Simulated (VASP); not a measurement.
Ti, 1 atom in the cell. Symmetry: C2/m, No. 12, monoclinic system. Conventional cell: a = 3.186 Å, b = 4.505 Å, c = 2.788 Å, α = 90.00°, β = 123.65°, γ = 90.00°. Within 3.6 Å of Ti (site symmetry 2/m) lie 14 Ti at 2.76 to 3.23 Å. 

| Item | Value |
| --- | --- |
| Program | VASP 6.6.1 |
| Task | single point |
| Functional | PBEsol |
| Potentials or basis | VASP PAW PBE potentials, release 64 (Ti_sv) |
| Cutoff | 520 eV |
| k mesh | 13 × 13 × 13 |
| Occupations | methfessel-paxton, width 0.1 eV |
| Spin | no spin polarisation |
| Dipole correction | no |
| Further INCAR settings | ALGO = Normal; EDIFF = 1e-06; NBANDS = 12 |

Potentials or basis: VASP PAW PBE potentials, release 64 (Ti_sv).

Command:

```bash
$ cat potpaw_PBE.64/Ti_sv/POTCAR > POTCAR
$ mpirun -np 1 vasp_std > vasp.out
```

Hardware: 1 thread of AMD EPYC 7R13 (shared host).

Question: Estimate the wall time of this run.

Answer: Run time: 4.4 min on 1 thread of AMD EPYC 7R13, with other jobs on the host, peak memory 0.2 GiB. Counts: scf iterations 12, k points 595.
